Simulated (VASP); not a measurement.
# Sr (P6/mmm) in VASP: further runs

The runs below take Sr through single point, relaxation of cell and atoms, with PBE.

Everything below comes from runs of VASP 6.6.1. Logs are shortened: lines on timing, memory, paths and dates and some standing lists are left out, and cuts for length are marked.

**1. The cell of the first run**

The structure is hexagonal, space group P6/mmm (No. 191). The conventional cell has a = 5.836 Å, b = 5.836 Å, c = 3.415 Å, α = 90.00°, β = 90.00°, γ = 120.00°. Sr (site symmetry 6/mmm) has 14 Sr at 3.42 to 3.78 Å within 4.5 Å. Sr (site symmetry -6m2) has 11 Sr at 3.37 to 3.78 Å within 4.4 Å.

**2. Single point, PBE**

INCAR reads:

```
SYSTEM = Sr
PREC     = Accurate       ! precision mode
ENCUT    = 520            ! plane-wave cutoff, eV
EDIFF    = 1E-6           ! SCF threshold, eV
ISMEAR   = -1             ! smearing method
SIGMA    = 0.1            ! smearing width, eV
LREAL    = .FALSE.        ! projectors in reciprocal space
LASPH    = .TRUE.         ! aspherical terms in the spheres
NELM     = 60             ! most SCF steps
ALGO     = Normal         ! electronic algorithm
ISIF     = 2              ! what is computed and relaxed
LWAVE    = .FALSE.        ! write WAVECAR
LCHARG   = .FALSE.        ! write CHGCAR
GGA      = PE             ! functional
NBANDS   = 22             ! bands
```

KPOINTS reads:

```
Automatic mesh
0
G
  7 7 9
  0 0 0
```

POSCAR reads:

```
Sr
1.0
    5.8362767315      0.0000000000      0.0000000000
   -2.9181383657      5.0543639130      0.0000000000
    0.0000000000      0.0000000000      3.4150607250
Sr
3
Direct
    0.0000000000      0.0000000000      0.0000000000
    0.3333333333      0.6666666667      0.5000000000
    0.6666666667      0.3333333333      0.5000000000
```

Potentials or basis: VASP PAW PBE potentials, release 64 (Sr_sv).

Launch:

```bash
$ cat potpaw_PBE.64/Sr_sv/POTCAR > POTCAR
$ mpirun -np 1 vasp_std > vasp.out
```

OUTCAR:

```text
SYSTEM = Sr
   PREC = Accurate
   ENCUT = 520
   EDIFF = 1E-6
   ISMEAR = -1
   LREAL = .FALSE.
   LASPH = .TRUE.
   NELM = 60
   ISIF = 2
   GGA = PE

 ion  position               nearest neighbor table
   1  0.000  0.000  0.000-   2 3.78   3 3.78   2 3.78   3 3.78   2 3.78   2 3.78   3 3.78   3 3.78
                             3 3.78   3 3.78   2 3.78   2 3.78
   2  0.333  0.667  0.500-   3 3.37   3 3.37   3 3.37   1 3.78   1 3.78   1 3.78   1 3.78   1 3.78
                             1 3.78   3 4.80   3 4.80   3 4.80   3 4.80   3 4.80   3 4.80
   3  0.667  0.333  0.500-   2 3.37   2 3.37   2 3.37   1 3.78   1 3.78   1 3.78   1 3.78   1 3.78
                             1 3.78   2 4.80   2 4.80   2 4.80   2 4.80   2 4.80   2 4.80

  LATTYP: Found a hexagonal cell.
 ALAT       =     5.8362767315
 C/A-ratio  =     0.5851437281

  Lattice vectors:

 A1 = (   5.8362767315,   0.0000000000,   0.0000000000)
 A2 = (  -2.9181383657,   5.0543639130,   0.0000000000)
 A3 = (   0.0000000000,   0.0000000000,   3.4150607250)

Analysis of symmetry for initial positions (statically):
=====================================================================
 Subroutine PRICEL returns:
 Original cell was already a primitive cell.

 Routine SETGRP: Setting up the symmetry group for a
 hexagonal supercell.

 Subroutine GETGRP returns: Found 24 space group operations
 (whereof 24 operations were pure point group operations)
 out of a pool of 24 trial point group operations.

The static configuration has the point symmetry D_6h.

Analysis of symmetry for dynamics (positions and initial velocities):
=====================================================================
 Subroutine PRICEL returns:
 Original cell was already a primitive cell.

 Routine SETGRP: Setting up the symmetry group for a
 hexagonal supercell.

 Subroutine GETGRP returns: Found 24 space group operations
 (whereof 24 operations were pure point group operations)
 out of a pool of 24 trial point group operations.

The dynamic configuration has the point symmetry D_6h.

 Subroutine INISYM returns: Found 24 space group operations
 (whereof 24 operations are pure point group operations),
 and found     1 'primitive' translations

----------------------------------------------------------------------------------------

                                     Primitive cell

  volume of cell :     100.7397

  direct lattice vectors                    reciprocal lattice vectors
     5.836276731  0.000000000  0.000000000     0.171342115  0.098924416  0.000000000
    -2.918138366  5.054363913  0.000000000     0.000000000  0.197848833  0.000000000
     0.000000000  0.000000000  3.415060725     0.000000000  0.000000000  0.292820562

  length of vectors
     5.836276731  5.836276731  3.415060725     0.197848833  0.197848833  0.292820562

  position of ions in fractional coordinates (direct lattice)
     0.000000000  0.000000000  0.000000000
     0.333333333  0.666666667  0.500000000
     0.666666667  0.333333333  0.500000000

  ion indices of the primitive-cell ions
   primitive index   ion index
                 1           1
                 2           2
                 3           3

----------------------------------------------------------------------------------------

 KPOINTS: Automatic mesh

Automatic generation of k-mesh.
 Grid dimensions read from file:
 generate k-points for:    7    7    9

 Generating k-lattice:

  Cartesian coordinates                     Fractional coordinates (reciprocal lattice)
     0.024477445  0.014132059  0.000000000     0.142857143  0.000000000  0.000000000
     0.000000000  0.028264119  0.000000000     0.000000000  0.142857143  0.000000000
     0.000000000  0.000000000  0.032535618     0.000000000  0.000000000  0.111111111

  Length of vectors
     0.028264119  0.028264119  0.032535618

  Shift w.r.t. Gamma in fractional coordinates (k-lattice)
     0.000000000  0.000000000  0.000000000

 Subroutine IBZKPT returns following result:
 ===========================================

 Found     40 irreducible k-points:

 Following reciprocal coordinates:
            Coordinates               Weight
  0.000000  0.000000  0.000000      1.000000
  0.142857  0.000000  0.000000      6.000000
  0.285714  0.000000  0.000000      6.000000
  0.428571  0.000000  0.000000      6.000000
  0.142857  0.142857  0.000000      6.000000
  0.285714  0.142857  0.000000     12.000000
[... 16 lines left out ...]
  0.428571  0.142857  0.222222     12.000000
  0.285714  0.285714  0.222222     12.000000
 [... further k-points ...]
   k-points           NKPTS =     40   k-points in BZ     NKDIM =     40   number of bands    NBANDS=     22
   number of dos      NEDOS =    301   number of ions     NIONS =      3
   total plane-waves  NPLWV =  64512
   dimension x,y,z NGX =    48 NGY =   48 NGZ =   28
   dimension x,y,z NGXF=    96 NGYF=   96 NGZF=   56
   ions per type =               3
   NGX,Y,Z   is equivalent  to a cutoff of  13.67, 13.67, 13.63 a.u.
   NGXF,Y,Z  is equivalent  to a cutoff of  27.35, 27.35, 27.26 a.u.
 SYSTEM =  Sr
   PREC   = accura    normal or accurate (medium, high low for compatibility)
   ISTART =      0    job   : 0-new  1-cont  2-samecut
   ICHARG =      2    charge: 1-file 2-atom 10-const
   ISPIN  =      1    spin polarized calculation?
   LNONCOLLINEAR =      F non collinear calculations
   LSORBIT =      F    spin-orbit coupling
   LASPH  =      T    aspherical Exc in radial PAW
   ENCUT  =  520.0 eV  38.22 Ry    6.18 a.u.  10.85 10.85  6.35*2*pi/ulx,y,z
   NELM   =     60;   NELMIN=  2; NELMDL= -5     # of ELM steps
   EDIFF  = 0.1E-05   stopping-criterion for ELM
   LREAL  =      F    real-space projection
   EDIFFG = 0.1E-04   stopping-criterion for IOM
   NSW    =      0    number of steps for IOM
   IBRION =     -1    ionic relax: 0-MD 1-quasi-New 2-CG
   NFREE  =      0    steps in history (QN), initial steepest desc. (CG)
   ISIF   =      2    stress and relaxation
   ISYM   =      2    0-nonsym 1-usesym 2-fastsym
   POTIM  = 0.5000    time-step for ionic-motion
   TEBEG  =    0.0;   TEEND  =   0.0 temperature during run
   PSTRESS=    0.0 pullay stress
   NELECT =      30.0000    total number of electrons
   NUPDOWN=      -1.0000    fix difference up-down
   EMIN   =  10.00;   EMAX   =-10.00  energy-range for DOS
   EFERMI =   0.00;   METHOD = LEGACY
   ISMEAR =    -1;   SIGMA  =   0.10  broadening in eV -4-tet -1-fermi 0-gaus
   EFERMI_NEDOS =   21; number of points for ismear=-14 and -15
   IALGO  =     38    algorithm
   IMIX   =      4    mixing-type and parameters
     AMIX     =   0.40;   BMIX     =  1.00
     AMIX_MAG =   1.60;   BMIX_MAG =  1.00
  volume/ion in A,a.u.               =      33.58       226.61
  Fermi-wavevector in a.u.,A,eV,Ry     =   1.093239  2.065921 16.261285  1.195171
  Thomas-Fermi vector in A             =   2.229520
   LORBIT       =      0    0 simple, 1 ext, 2 COOP (PROOUT), +10 PAW based schemes
   GGA     = PE    functional components
   LHFCALC =     F    Hartree Fock is set to
   AEXX    =    0.0000 exact exchange contribution
   IVDW    =     0    specifies the selected vdW correction
   LEPSILON=     F    determine dielectric tensor
   LRPA    =     F    only Hartree local field effects (RPA)
 non-spin polarized calculation
  energy-cutoff  :      520.00
  volume of cell :      100.74
 maximum number of plane-waves:      2749
 NGX is ok and might be reduce to    48
   NGX = 21   NGY = 21   NGZ = 13

 number of electron      30.0000000 magnetization

 Free energy of the ion-electron system (eV)
  ---------------------------------------------------
  ext. energy  EPLUGINS =         0.00000000
  ---------------------------------------------------
  free energy    TOTEN  =        -3.07966435 eV

  energy without entropy =       -2.96350990  energy(sigma->0) =       -3.02158712

 E-fermi :   3.4935     XC(G=0):  -9.0253

 val. band max:        3.4677136104   @ k =   0.1429   0.1429   0.3333
 cond. band min:       3.4941277113   @ k =   0.2857   0.0000   0.3333
 fundamental gap:      0.0264141009
 Fermi energy:         3.4935328262

 k-point     1 :       0.0000    0.0000    0.0000
  band No.  band energies     occupation
      1     -32.2952      2.00000
      2     -32.1449      2.00000
      3     -32.0828      2.00000
      4     -14.6673      2.00000
      5     -14.6673      2.00000
      6     -14.3886      2.00000
[... 14 lines left out ...]
     21       6.9581      0.00000
     22       6.9581      0.00000

 k-point     2 :       0.1429    0.0000    0.0000
  band No.  band energies     occupation
      1     -32.2875      2.00000
      2     -32.1509      2.00000
      3     -32.0847      2.00000
      4     -14.7201      2.00000
      5     -14.6864      2.00000
      6     -14.3203      2.00000
[... 14 lines left out ...]
     21       6.6276      0.00000
     22       7.1284      0.00000

 k-point     3 :       0.2857    0.0000    0.0000
  band No.  band energies     occupation
      1     -32.2669      2.00000
      2     -32.1676      2.00000
      3     -32.0893      2.00000
      4     -14.7999      2.00000
      5     -14.6661      2.00000
      6     -14.1950      2.00000
[... 14 lines left out ...]
     21       5.9109      0.00000
     22       7.3036      0.00000

 k-point     4 :       0.4286    0.0000    0.0000
  band No.  band energies     occupation
      1     -32.2421      2.00000
      2     -32.1890      2.00000
      3     -32.0932      2.00000
      4     -14.8479      2.00000
      5     -14.5702      2.00000
      6     -14.2974      2.00000
[... 14 lines left out ...]
     21       5.7328      0.00000
     22       7.1338      0.00000

 k-point     5 :       0.1429    0.1429    0.0000
  band No.  band energies     occupation
      1     -32.2733      2.00000
      2     -32.1623      2.00000
      3     -32.0880      2.00000
      4     -14.7614      2.00000
      5     -14.7017      2.00000
      6     -14.2169      2.00000
[... 417 lines left out ...]
 k-point    22 :       0.2857    0.1429    0.2222
  band No.  band energies     occupation
      1     -32.2163      2.00000
      2     -32.1508      2.00000
      3     -32.0619      2.00000
      4     -14.7377      2.00000
      5     -14.5823      2.00000
      6     -14.3381      2.00000
[... 14 lines left out ...]
     21       6.2474      0.00000
     22       6.4849      0.00000

 k-point    23 :       0.4286    0.1429    0.2222
  band No.  band energies     occupation
      1     -32.2004      2.00000
      2     -32.1656      2.00000
      3     -32.0632      2.00000
      4     -14.7531      2.00000
      5     -14.5390      2.00000
      6     -14.3925      2.00000
[... 14 lines left out ...]
     21       6.2106      0.00000
     22       6.4410      0.00000

 k-point    24 :       0.2857    0.2857    0.2222
  band No.  band energies     occupation
      1     -32.1953      2.00000
      2     -32.1700      2.00000
      3     -32.0640      2.00000
      4     -14.7473      2.00000
      5     -14.5180      2.00000
      6     -14.4100      2.00000
[... 14 lines left out ...]
     21       5.9841      0.00000
     22       6.5700      0.00000

 [... further k-points ...]
[... 5 lines left out ...]
  --------------------------------------------------------------------------------------
  -------------------------------------------------------------------------------------
  Total        7.6082174      7.6082174      7.6125524      0.0000000     -0.0000000     -0.0000000
  in kB      121.0020378    121.0020378    121.0709821      0.0000000     -0.0000000     -0.0000000
  external PRESSURE =     121.0250193 kB  Pullay stress =       0.0000000 kB

 VOLUME and BASIS-vectors are now :
 -----------------------------------------------------------------------------
  energy-cutoff  :      520.00
  volume of cell :      100.74
      direct lattice vectors                 reciprocal lattice vectors
     5.836276731  0.000000000  0.000000000     0.171342115  0.098924416  0.000000000
    -2.918138366  5.054363913  0.000000000     0.000000000  0.197848833  0.000000000
     0.000000000  0.000000000  3.415060725     0.000000000  0.000000000  0.292820562

 POSITION                                       TOTAL-FORCE (eV/Angst)
 -----------------------------------------------------------------------------------
      0.00000      0.00000      0.00000        -0.000000      0.000000     -0.000000
     -0.00000      3.36958      1.70753        -0.000000      0.000000      0.000000
      2.91814      1.68479      1.70753         0.000000      0.000000     -0.000000
 -----------------------------------------------------------------------------------
    total drift:                               -0.000000      0.000000     -0.000000

  FREE ENERGIE OF THE ION-ELECTRON SYSTEM (eV)
  ---------------------------------------------------
  free  energy   TOTEN  =        -3.0796643480 eV

  energy  without entropy=       -2.9635099005  energy(sigma->0) =       -3.02158712
```

Run time: 56 s. Hardware: 1 thread of AMD EPYC 9R45 (Zen 5), shared host; peak memory 0.24 GiB.

Results:

* Free energy: -3.0797 eV
* Pressure: 12.1 GPa
* Band gap on the k mesh: zero (band 15 reaches 4.17 eV, above the bottom of band 16 at 3.29 eV)

(Part 1 of 2 ends here.)
